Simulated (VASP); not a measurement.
Wanted: the native input for a VASP 6.6.1 run.

- Task: single point
- Functional: PBEsol
- Potentials or basis: VASP PAW PBE potentials, release 64 (Al)
- Cutoff: 520 eV
- k mesh: 18 × 18 × 10
- Occupations: gaussian, width 0.15 eV
- Spin: no spin polarisation
- Dipole correction: no
- Further INCAR settings: ALGO = Normal; EDIFF = 1e-07; NBANDS = 10

The structure of Al lies in POSCAR:

```
Al
1.0
    2.7421439677      0.0000000000      0.0000000000
   -1.3710719838      2.3747663369      0.0000000000
    0.0000000000      0.0000000000      4.8668500000
Al
2
Direct
    0.6666666667      0.3333333333      0.7500000000
    0.3333333333      0.6666666667      0.2500000000
```

This isn't the form of Al at room conditions, which is fcc.

This cell differs from its parent crystal: strain -0.0250 x Voigt [1, 1, 0, 0, 0, 0].

These files were run (other wordings do the same):

INCAR

```
  PREC = Accurate
  ENCUT = 520
  EDIFF = 1E-7
  ISMEAR = 0
  SIGMA = 0.15
  LREAL = F
  LASPH = T
  NELM = 100
  ALGO = Normal
  ISIF = 2
  LWAVE = F
  LCHARG = F
  GGA = PS
  NBANDS = 10
```

KPOINTS

```
regular mesh
0
Gamma
  18 18 10
```

Potentials or basis: VASP PAW PBE potentials, release 64 (Al).

Run with:

```sh
$ cat potpaw_PBE.64/Al/POTCAR > POTCAR
$ mpirun -np 1 vasp_std > vasp.out
```

Results of the run:

```yaml
Pressure: 3.2 GPa
Band_gap_on_the_k_mesh: zero (bands 3 and 4 overlap by 6.61 eV)
```

Caveat: the cell differs from its parent crystal (strain -0.0250 x Voigt [1, 1, 0, 0, 0, 0]); the stress differs along the axes, from -1 to 5 GPa; the PAW data sets were made with another functional, which shifts forces and pressure a little.

Run time: 84 s on 1 thread of AMD EPYC 7R43 64-Core Processor (Zen 3), on a shared host, peak memory 0.14 GiB.
